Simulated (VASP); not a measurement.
The system is Bi.

```
CELL_PARAMETERS angstrom
0.00000 2.21335 2.21335
2.21335 0.00000 2.21335
2.21335 2.21335 0.00000
ATOMIC_POSITIONS crystal
Bi 0.00000 0.00000 0.00000
```

```yaml
Program: VASP 6.6.1
Task: relaxation of cell and atoms
Functional: PBE
Potentials_or_basis: VASP PAW PBE potentials, release 64 (Bi_d)
Cutoff: 600 eV
k_mesh: 16 × 16 × 16
Occupations: fermi-dirac, width 0.05 eV
Spin: no spin polarisation
```

At the start: pressure 47.7 GPa; volume 21.69 Å³/atom.

Question: How do energy, volume and symmetry change on relaxing?

Answer: Over 24 steps the energy falls by 1051.4 meV/atom and the volume is 31.76 Å³/atom (+46.5 %); space group Fm-3m (No. 225, to 0.05 Å).

Step by step:
```tsv
step	energy change (eV)	largest force (eV/Å)	pressure (GPa)	volume (Å³)
1	0.0000	0.0000	47.74	21.69
2	-0.3812	0.0000	-8.47	48.94
3	-1.0492	0.0000	-1.06	32.47
4	-1.0510	0.0000	-0.43	32.08
5	-1.0514	0.0000	-0.03	31.82
6	-1.0512	0.0000	0.34	31.59
7	-1.0512	0.0000	0.32	31.59
8	-1.0512	0.0000	0.33	31.60
9	-1.0512	0.0000	0.31	31.60
10	-1.0512	0.0000	0.31	31.60
11	-1.0512	0.0000	0.31	31.60
12	-1.0512	0.0000	0.32	31.60
13	-1.0512	0.0000	0.33	31.61
14	-1.0512	0.0000	0.35	31.61
15	-1.0513	0.0000	0.31	31.61
16	-1.0513	0.0000	0.31	31.62
17	-1.0513	0.0000	0.30	31.64
18	-1.0514	0.0000	0.29	31.67
19	-1.0514	0.0000	0.25	31.74
20	-1.0514	0.0000	-0.18	31.89
21	-1.0514	0.0000	-0.05	31.83
22	-1.0514	0.0000	-0.08	31.81
23	-1.0514	0.0000	-0.06	31.78
24	-1.0514	0.0000	0.01	31.76
```

Final structure:
```
CELL_PARAMETERS angstrom
0.00000 2.51355 2.51355
2.51355 0.00000 2.51355
2.51355 2.51355 0.00000
ATOMIC_POSITIONS crystal
Bi 0.00000 0.00000 0.00000
```

Caveat: the volume moved by over 15 % at a fixed basis, so the end points are rough.
